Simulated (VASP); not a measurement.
# TiSn2GeSe6 (Fm-3m) in VASP: further runs

Runs on TiSn2GeSe6. Level: PBE. Tasks: single point.

All numbers are computed with VASP 6.6.1; they aren't measurements. Logs are shortened: lines on timing, memory, paths and dates and some standing lists are left out, and cuts for length are marked.

**1. The cell of the first run**

Symmetry: Fm-3m, No. 225, cubic system. The conventional cell has a = 10.060 Å, b = 10.060 Å, c = 10.060 Å, α = 90.00°, β = 90.00°, γ = 90.00°. Ti (site symmetry m-3m) has 6 Se at 2.49 Å within 3.3 Å. Sn (site symmetry -43m) has 12 Se at 3.56 Å and 4 Ti at 4.36 Å and 4 Ge at 4.36 Å within 4.7 Å. Ge (site symmetry m-3m) has 6 Se at 2.54 Å within 3.3 Å. Within 3.3 Å of Se (site symmetry 4mm) lie 1 Ti at 2.49 Å and 1 Ge at 2.54 Å.

**2. Single point, PBE, collinear spin, ferromagnetic start**

The input, INCAR:

```
PREC = Accurate
ENCUT = 520
EDIFF = 1E-7
ISMEAR = 0
SIGMA = 0.1
LREAL = False
LASPH = True
NELM = 150
ALGO = Normal
ISIF = 2
LWAVE = False
LCHARG = False
ISPIN = 2
MAGMOM = 1 0 0 0 0 0 0 0 0 0
LORBIT = 11
LMAXMIX = 4
GGA = PE
NBANDS = 60
```

The input, KPOINTS:

```
Automatic mesh
0
Gamma
  4 4 4
```

The input, POSCAR:

```
TiSn2GeSe6
1.0
    0.0000000000      5.0300885061      5.0300885061
    5.0300885061      0.0000000000      5.0300885061
    5.0300885061      5.0300885061      0.0000000000
Ti Sn Ge Se
1 2 1 6
Direct
    0.0000000000      0.0000000000      0.0000000000
    0.2500000000      0.2500000000      0.2500000000
    0.7500000000      0.7500000000      0.7500000000
    0.5000000000      0.5000000000      0.5000000000
    0.7522732253      0.2477267747      0.2477267747
    0.2477267747      0.7522732253      0.7522732253
    0.2477267747      0.7522732253      0.2477267747
    0.7522732253      0.2477267747      0.7522732253
    0.2477267747      0.2477267747      0.7522732253
    0.7522732253      0.7522732253      0.2477267747
```

Potentials or basis: VASP PAW PBE potentials, release 64 (Ti_sv, Sn_d, Ge_d, Se).

Run with:

```bash
$ cat potpaw_PBE.64/Ti_sv/POTCAR potpaw_PBE.64/Sn_d/POTCAR potpaw_PBE.64/Ge_d/POTCAR potpaw_PBE.64/Se/POTCAR > POTCAR
$ mpirun -np 1 vasp_std > vasp.out
```

OUTCAR:

```text
PREC = Accurate
   ENCUT = 520
   EDIFF = 1E-7
   ISMEAR = 0
   LREAL = False
   LASPH = True
   NELM = 150
   ISIF = 2
   ISPIN = 2
   LORBIT = 11
   GGA = PE

 ion  position               nearest neighbor table
   1  0.000  0.000  0.000-   5 2.49   6 2.49   7 2.49   8 2.49   9 2.49  10 2.49
   2  0.250  0.250  0.250-
   3  0.750  0.750  0.750-
   4  0.500  0.500  0.500-   5 2.54   6 2.54   7 2.54   8 2.54   9 2.54  10 2.54
   5  0.752  0.248  0.248-   1 2.49   4 2.54
   6  0.248  0.752  0.752-   1 2.49   4 2.54
   7  0.248  0.752  0.248-   1 2.49   4 2.54
   8  0.752  0.248  0.752-   1 2.49   4 2.54
   9  0.248  0.248  0.752-   1 2.49   4 2.54
  10  0.752  0.752  0.248-   1 2.49   4 2.54

  LATTYP: Found a face centered cubic cell.
 ALAT       =    10.0601770122

  Lattice vectors:

 A1 = (   0.0000000000,   5.0300885061,   5.0300885061)
 A2 = (   5.0300885061,   0.0000000000,   5.0300885061)
 A3 = (   5.0300885061,   5.0300885061,   0.0000000000)

Analysis of symmetry for initial positions (statically):
=====================================================================
 Subroutine PRICEL returns:
 Original cell was already a primitive cell.

 Routine SETGRP: Setting up the symmetry group for a
 face centered cubic supercell.

 Subroutine GETGRP returns: Found 48 space group operations
 (whereof 48 operations were pure point group operations)
 out of a pool of 48 trial point group operations.

The static configuration has the point symmetry O_h .

Analysis of symmetry for dynamics (positions and initial velocities):
=====================================================================
 Subroutine PRICEL returns:
 Original cell was already a primitive cell.

 Routine SETGRP: Setting up the symmetry group for a
 face centered cubic supercell.

 Subroutine GETGRP returns: Found 48 space group operations
 (whereof 48 operations were pure point group operations)
 out of a pool of 48 trial point group operations.

The dynamic configuration has the point symmetry O_h .

Analysis of structural, dynamic, and magnetic symmetry:
=====================================================================
 Subroutine PRICEL returns:
 Original cell was already a primitive cell.

 Routine SETGRP: Setting up the symmetry group for a
 face centered cubic supercell.

 Subroutine GETGRP returns: Found 48 space group operations
 (whereof 48 operations were pure point group operations)
 out of a pool of 48 trial point group operations.

The overall configuration has the point symmetry O_h .

 Subroutine INISYM returns: Found 48 space group operations
 (whereof 48 operations are pure point group operations),
 and found     1 'primitive' translations

----------------------------------------------------------------------------------------

                                     Primitive cell

  volume of cell :     254.5405

  direct lattice vectors                    reciprocal lattice vectors
     0.000000000  5.030088506  5.030088506    -0.099401829  0.099401829  0.099401829
     5.030088506  0.000000000  5.030088506     0.099401829 -0.099401829  0.099401829
     5.030088506  5.030088506  0.000000000     0.099401829  0.099401829 -0.099401829

  length of vectors
     7.113619385  7.113619385  7.113619385     0.172169019  0.172169019  0.172169019

  position of ions in fractional coordinates (direct lattice)
     0.000000000  0.000000000  0.000000000
     0.250000000  0.250000000  0.250000000
     0.750000000  0.750000000  0.750000000
     0.500000000  0.500000000  0.500000000
     0.752273225  0.247726775  0.247726775
     0.247726775  0.752273225  0.752273225
     0.247726775  0.752273225  0.247726775
     0.752273225  0.247726775  0.752273225
     0.247726775  0.247726775  0.752273225
     0.752273225  0.752273225  0.247726775

  ion indices of the primitive-cell ions
   primitive index   ion index
                 1           1
                 2           2
                 3           3
[... 50 lines left out ...]
   NGX,Y,Z   is equivalent  to a cutoff of  12.62, 12.62, 12.62 a.u.
   NGXF,Y,Z  is equivalent  to a cutoff of  25.24, 25.24, 25.24 a.u.
 SYSTEM =  unknown system
   PREC   = accura    normal or accurate (medium, high low for compatibility)
   ISTART =      0    job   : 0-new  1-cont  2-samecut
   ICHARG =      2    charge: 1-file 2-atom 10-const
   ISPIN  =      2    spin polarized calculation?
   LNONCOLLINEAR =      F non collinear calculations
   LSORBIT =      F    spin-orbit coupling
   LASPH  =      T    aspherical Exc in radial PAW
   ENCUT  =  520.0 eV  38.22 Ry    6.18 a.u.  13.23 13.23 13.23*2*pi/ulx,y,z
   NELM   =    150;   NELMIN=  2; NELMDL= -5     # of ELM steps
   EDIFF  = 0.1E-06   stopping-criterion for ELM
   LREAL  =      F    real-space projection
   EDIFFG = 0.1E-05   stopping-criterion for IOM
   NSW    =      0    number of steps for IOM
   IBRION =     -1    ionic relax: 0-MD 1-quasi-New 2-CG
   NFREE  =      0    steps in history (QN), initial steepest desc. (CG)
   ISIF   =      2    stress and relaxation
   ISYM   =      2    0-nonsym 1-usesym 2-fastsym
   POTIM  = 0.5000    time-step for ionic-motion
   TEBEG  =    0.0;   TEEND  =   0.0 temperature during run
   PSTRESS=    0.0 pullay stress
   NELECT =      90.0000    total number of electrons
   NUPDOWN=      -1.0000    fix difference up-down
   EMIN   =  10.00;   EMAX   =-10.00  energy-range for DOS
   EFERMI =   0.00;   METHOD = LEGACY
   ISMEAR =     0;   SIGMA  =   0.10  broadening in eV -4-tet -1-fermi 0-gaus
   EFERMI_NEDOS =   21; number of points for ismear=-14 and -15
   IALGO  =     38    algorithm
   IMIX   =      4    mixing-type and parameters
     AMIX     =   0.40;   BMIX     =  1.00
     AMIX_MAG =   1.60;   BMIX_MAG =  1.00
  volume/ion in A,a.u.               =      25.45       171.77
  Fermi-wavevector in a.u.,A,eV,Ry     =   1.157631  2.187605 18.233288  1.340109
  Thomas-Fermi vector in A             =   2.294240
   LORBIT       =     11    0 simple, 1 ext, 2 COOP (PROOUT), +10 PAW based schemes
   GGA     = PE    functional components
   LHFCALC =     F    Hartree Fock is set to
   AEXX    =    0.0000 exact exchange contribution
   IVDW    =     0    specifies the selected vdW correction
   LEPSILON=     F    determine dielectric tensor
   LRPA    =     F    only Hartree local field effects (RPA)
 spin polarized calculation
 Gauss-broadening in eV      SIGMA  =   0.10
  energy-cutoff  :      520.00
  volume of cell :      254.54
 maximum number of plane-waves:      6861
 NGX is ok and might be reduce to    54
   NGX = 27   NGY = 27   NGZ = 27

 number of electron      90.0000033 magnetization      -0.0000190

 number of electron      90.0000033 magnetization       0.0000159

 Free energy of the ion-electron system (eV)
  ---------------------------------------------------
  ext. energy  EPLUGINS =         0.00000000
  ---------------------------------------------------
  free energy    TOTEN  =       -42.55133577 eV

  energy without entropy =      -42.51868417  energy(sigma->0) =      -42.53500997

 E-fermi :   4.4341     XC(G=0):  -9.6157

 val. band max:        4.3418817043   @ k =   0.2500   0.0000   0.0000
 cond. band min:       4.4477523066   @ k =   0.5000   0.2500   0.0000
 fundamental gap:      0.1058706023
 Fermi energy:         4.4341147327

 spin component 1

 k-point     1 :       0.0000    0.0000    0.0000
  band No.  band energies     occupation
      1     -53.1630      1.00000
      2     -29.4303      1.00000
      3     -29.4303      1.00000
      4     -29.4303      1.00000
      5     -20.5213      1.00000
      6     -20.5213      1.00000
[... 469 lines left out ...]
     56       6.7278      0.00000
     57       8.7801      0.00000
 Fermi energy:         4.4341147327

 spin component 2

 k-point     1 :       0.0000    0.0000    0.0000
  band No.  band energies     occupation
      1     -53.1630      1.00000
      2     -29.4303      1.00000
      3     -29.4303      1.00000
      4     -29.4303      1.00000
      5     -20.5213      1.00000
      6     -20.5213      1.00000
[... 469 lines left out ...]
     56       6.7278      0.00000
     57       8.7801      0.00000
 [bands above 57 left out]

------------------------ aborting loop because EDIFF is reached ----------------------------------------

  FORCE on cell =-STRESS in cart. coord.  units (eV):
  Direction    XX          YY          ZZ          XY          YZ          ZX
  --------------------------------------------------------------------------------------
  -------------------------------------------------------------------------------------
  Total        0.1784202      0.1784202      0.1784202      0.0000000     -0.0000000      0.0000000
  in kB        1.1230462      1.1230462      1.1230462      0.0000000     -0.0000000      0.0000000
  external PRESSURE =       1.1230462 kB  Pullay stress =       0.0000000 kB

 VOLUME and BASIS-vectors are now :
 -----------------------------------------------------------------------------
  energy-cutoff  :      520.00
  volume of cell :      254.54
      direct lattice vectors                 reciprocal lattice vectors
     0.000000000  5.030088506  5.030088506    -0.099401829  0.099401829  0.099401829
     5.030088506  0.000000000  5.030088506     0.099401829 -0.099401829  0.099401829
     5.030088506  5.030088506  0.000000000     0.099401829  0.099401829 -0.099401829

 POSITION                                       TOTAL-FORCE (eV/Angst)
 -----------------------------------------------------------------------------------
      0.00000      0.00000      0.00000         0.000000      0.000000     -0.000000
      2.51504      2.51504      2.51504         0.000000      0.000000     -0.000000
      7.54513      7.54513      7.54513        -0.000000      0.000000     -0.000000
      5.03009      5.03009      5.03009         0.000000      0.000000     -0.000000
      2.49218      5.03009      5.03009         0.005013      0.000000     -0.000000
      7.56800      5.03009      5.03009        -0.005013      0.000000     -0.000000
      5.03009      2.49218      5.03009         0.000000      0.005013     -0.000000
      5.03009      7.56800      5.03009         0.000000     -0.005013     -0.000000
      5.03009      5.03009      2.49218         0.000000      0.000000      0.005013
      5.03009      5.03009      7.56800         0.000000      0.000000     -0.005013
 -----------------------------------------------------------------------------------
    total drift:                                0.000000      0.000000      0.000000

  FREE ENERGIE OF THE ION-ELECTRON SYSTEM (eV)
  ---------------------------------------------------
  free  energy   TOTEN  =       -42.5513357677 eV

  energy  without entropy=      -42.5186841735  energy(sigma->0) =      -42.53500997

 total charge

# of ion       s       p       d       tot
------------------------------------------
    1        2.192   6.154   1.886  10.232
    2        1.412   0.449   9.955  11.816
    3        1.412   0.449   9.955  11.816
    4        1.217   0.905  10.112  12.234
    5        1.475   2.318   0.027   3.820
    6        1.475   2.318   0.027   3.820
    7        1.475   2.318   0.027   3.820
    8        1.475   2.318   0.027   3.820
    9        1.475   2.318   0.027   3.820
   10        1.475   2.318   0.027   3.820
--------------------------------------------------
tot         15.082  21.867  32.068  69.018

 magnetization (x)

# of ion       s       p       d       tot
------------------------------------------
    1       -0.000   0.000  -0.000  -0.000
    2        0.000  -0.000  -0.000   0.000
    3        0.000  -0.000  -0.000   0.000
    4        0.000   0.000   0.000   0.000
    5       -0.000   0.000  -0.000   0.000
    6       -0.000   0.000  -0.000   0.000
    7       -0.000   0.000  -0.000   0.000
    8       -0.000   0.000  -0.000   0.000
    9       -0.000   0.000  -0.000   0.000
   10       -0.000   0.000  -0.000   0.000
--------------------------------------------------
tot         -0.000   0.000  -0.000   0.000
```

Run time: 16 min. Hardware: 1 thread of AMD EPYC 7R13, shared host; peak memory 0.6 GiB.

What came out:

```
Free energy                                           : -42.5513 eV
Pressure                                              : 0.1 GPa
Largest force                                         : 0.005 eV/Å
Band gap on the k mesh                                : zero (filled and empty bands overlap)
Net moment                                            : 0.00 μB per cell
Valence electrons inside the program's atomic spheres : Ti 10.23; Sn 11.82; Ge 12.23; Se 3.82
```

Forces on the atoms (eV/Å):
```
Ti   0.000  0.000  0.000
Sn   0.000  0.000  0.000
Sn   0.000  0.000  0.000
Ge   0.000  0.000  0.000
Se   0.005  0.000  0.000
Se  -0.005  0.000  0.000
Se   0.000  0.005  0.000
Se   0.000 -0.005  0.000
Se   0.000  0.000  0.005
Se   0.000  0.000 -0.005
```

Levels at points of the mesh, in eV from the Fermi level:
Spin up:
| k point | band 43 | band 44 | band 45 | band 46 | band 47 | band 48 |
| --- | --- | --- | --- | --- | --- | --- |
| (0.00, 0.00, 0.00) | -0.98 | 0.42 | 0.42 | 0.42 | 0.50 | 0.50 |
| (0.50, 0.00, 0.00) | -0.39 | -0.39 | -0.35 | 0.18 | 0.38 | 0.90 |
| (0.50, 0.50, 0.00) | -1.07 | -0.77 | -0.77 | 0.39 | 0.60 | 0.67 |
Spin down:
| k point | band 42 | band 43 | band 44 | band 45 | band 46 | band 47 | band 48 | band 49 |
| --- | --- | --- | --- | --- | --- | --- | --- | --- |
| (0.00, 0.00, 0.00) | -1.02 | -0.98 | 0.42 | 0.42 | 0.42 | 0.50 | 0.50 | 0.50 |
| (0.50, 0.00, 0.00) | -0.43 | -0.39 | -0.39 | -0.35 | 0.18 | 0.38 | 0.90 | 0.90 |
| (0.50, 0.50, 0.00) | -1.14 | -1.07 | -0.77 | -0.77 | 0.39 | 0.60 | 0.67 | 0.87 |

Caveat: spin-orbit coupling is left out, which moves the levels of the heavy elements.

**3. Single point, PBE**

The input, INCAR:

```
ALGO = Normal ; EDIFF = 1E-6
ENCUT = 520 ; GGA = PE
ISIF = 2 ; ISMEAR = 0
LASPH = T ; LCHARG = F
LREAL = F ; LWAVE = F
NBANDS = 56 ; NELM = 80
PREC = Accurate ; SIGMA = 0.1
```

The input, KPOINTS:

```
k-points
0
Gamma
  8 8 8
```

The input, POSCAR:

```
TiSn2GeSe6
1.0
    0.0000000000      5.0322465534      5.0322465534
    5.0322465534      0.0000000000      5.0322465534
    5.0322465534      5.0322465534      0.0000000000
Ti Sn Ge Se
1 2 1 6
Direct
    0.0000000000      0.0000000000      0.0000000000
    0.2500000000      0.2500000000      0.2500000000
    0.7500000000      0.7500000000      0.7500000000
    0.5000000000      0.5000000000      0.5000000000
    0.7525922544      0.2474077456      0.2474077456
    0.2474077456      0.7525922544      0.7525922544
    0.2474077456      0.7525922544      0.2474077456
    0.7525922544      0.2474077456      0.7525922544
    0.2474077456      0.2474077456      0.7525922544
    0.7525922544      0.7525922544      0.2474077456
```

Potentials or basis: VASP PAW PBE potentials, release 64 (Ti_sv, Sn_d, Ge_d, Se).

Run with:

```bash
$ cat potpaw_PBE.64/Ti_sv/POTCAR potpaw_PBE.64/Sn_d/POTCAR potpaw_PBE.64/Ge_d/POTCAR potpaw_PBE.64/Se/POTCAR > POTCAR
$ mpirun -np 1 vasp_std > vasp.out
```

OUTCAR:

```text
EDIFF = 1E-6
   ENCUT = 520
   GGA = PE
   ISIF = 2
   ISMEAR = 0
   LASPH = T
   LREAL = F
   NELM = 80
   PREC = Accurate

 ion  position               nearest neighbor table
   1  0.000  0.000  0.000-   5 2.49   6 2.49   7 2.49   8 2.49   9 2.49  10 2.49
   2  0.250  0.250  0.250-
   3  0.750  0.750  0.750-
   4  0.500  0.500  0.500-   5 2.54   6 2.54   7 2.54   8 2.54   9 2.54  10 2.54
   5  0.753  0.247  0.247-   1 2.49   4 2.54
   6  0.247  0.753  0.753-   1 2.49   4 2.54
   7  0.247  0.753  0.247-   1 2.49   4 2.54
[... 1636 lines left out ...]
  in kB        0.6110383      0.6110383      0.6110383      0.0000000      0.0000000      0.0000000
  external PRESSURE =       0.6110383 kB  Pullay stress =       0.0000000 kB

 VOLUME and BASIS-vectors are now :
 -----------------------------------------------------------------------------
  energy-cutoff  :      520.00
  volume of cell :      254.87
      direct lattice vectors                 reciprocal lattice vectors
     0.000000000  5.032246553  5.032246553    -0.099359202  0.099359202  0.099359202
     5.032246553  0.000000000  5.032246553     0.099359202 -0.099359202  0.099359202
     5.032246553  5.032246553  0.000000000     0.099359202  0.099359202 -0.099359202

 POSITION                                       TOTAL-FORCE (eV/Angst)
 -----------------------------------------------------------------------------------
      0.00000      0.00000      0.00000        -0.000000      0.000000      0.000000
      2.51612      2.51612      2.51612        -0.000000     -0.000000     -0.000000
      7.54837      7.54837      7.54837        -0.000000      0.000000     -0.000000
      5.03225      5.03225      5.03225        -0.000000      0.000000      0.000000
      2.49003      5.03225      5.03225         0.009323      0.000000      0.000000
      7.57446      5.03225      5.03225        -0.009323      0.000000      0.000000
      5.03225      2.49003      5.03225        -0.000000      0.009323      0.000000
      5.03225      7.57446      5.03225        -0.000000     -0.009323      0.000000
      5.03225      5.03225      2.49003        -0.000000      0.000000      0.009323
      5.03225      5.03225      7.57446        -0.000000      0.000000     -0.009323
 -----------------------------------------------------------------------------------
    total drift:                                0.000000      0.000000      0.000000

  FREE ENERGIE OF THE ION-ELECTRON SYSTEM (eV)
  ---------------------------------------------------
  free  energy   TOTEN  =       -42.6128960404 eV

  energy  without entropy=      -42.5892326257  energy(sigma->0) =      -42.60106433
```

OSZICAR:

```text
N       E                     dE             d eps       ncg     rms          rms(c)
DAV:   1     0.101547738027E+04    0.10155E+04   -0.40256E+04  3928   0.221E+03
DAV:   2     0.152839553699E+03   -0.86264E+03   -0.83283E+03  3256   0.710E+02
DAV:   3    -0.301518730494E+02   -0.18299E+03   -0.17474E+03  3952   0.211E+02
DAV:   4    -0.464653731406E+02   -0.16314E+02   -0.16069E+02  4496   0.662E+01
DAV:   5    -0.471547602445E+02   -0.68939E+00   -0.68713E+00  4568   0.125E+01    0.138E+01
DAV:   6    -0.461146507065E+02    0.10401E+01   -0.34184E+01  4400   0.241E+01    0.220E+01
DAV:   7    -0.433471890445E+02    0.27675E+01   -0.50969E+01  4424   0.300E+01    0.694E+00
DAV:   8    -0.428876145179E+02    0.45957E+00   -0.27479E+00  3856   0.632E+00    0.425E+00
DAV:   9    -0.426073679804E+02    0.28025E+00   -0.82899E-01  4472   0.417E+00    0.993E-01
DAV:  10    -0.426124925749E+02   -0.51246E-02   -0.10149E-01  4592   0.145E+00    0.751E-01
DAV:  11    -0.426179891286E+02   -0.54966E-02   -0.12639E-02  4416   0.467E-01    0.664E-01
DAV:  12    -0.426128123975E+02    0.51767E-02   -0.17320E-02  4288   0.710E-01    0.683E-02
DAV:  13    -0.426128944428E+02   -0.82045E-04   -0.10122E-03  4104   0.132E-01    0.410E-02
DAV:  14    -0.426128930248E+02    0.14180E-05   -0.53030E-05  4296   0.320E-02    0.183E-02
DAV:  15    -0.426128953479E+02   -0.23231E-05   -0.72797E-06  4312   0.169E-02    0.526E-03
DAV:  16    -0.426128960404E+02   -0.69253E-06   -0.11053E-06  2784   0.485E-03
   1 F= -.42612896E+02 E0= -.42601064E+02  d E =-.236634E-01
```

Run time: 13 min. Hardware: 1 thread of Intel Xeon Platinum 8488C (Sapphire Rapids), shared host; peak memory 0.67 GiB.

Results:

```yaml
Free_energy: -42.6129 eV
Pressure: 0.1 GPa
Largest_force: 0.009 eV/Å
Band_gap_on_the_k_mesh: zero (band 45 reaches 4.83 eV, above the bottom of band 46 at 3.97 eV)
```

Forces on the atoms (eV/Å):
```
Ti   0.000  0.000  0.000
Sn   0.000  0.000  0.000
Sn   0.000  0.000  0.000
Ge   0.000  0.000  0.000
Se   0.009  0.000  0.000
Se  -0.009  0.000  0.000
Se   0.000  0.009  0.000
Se   0.000 -0.009  0.000
Se   0.000  0.000  0.009
Se   0.000  0.000 -0.009
```

Caveat: spin-orbit coupling is left out, which moves the levels of the heavy elements.

(Part 1 of 2 ends here.)
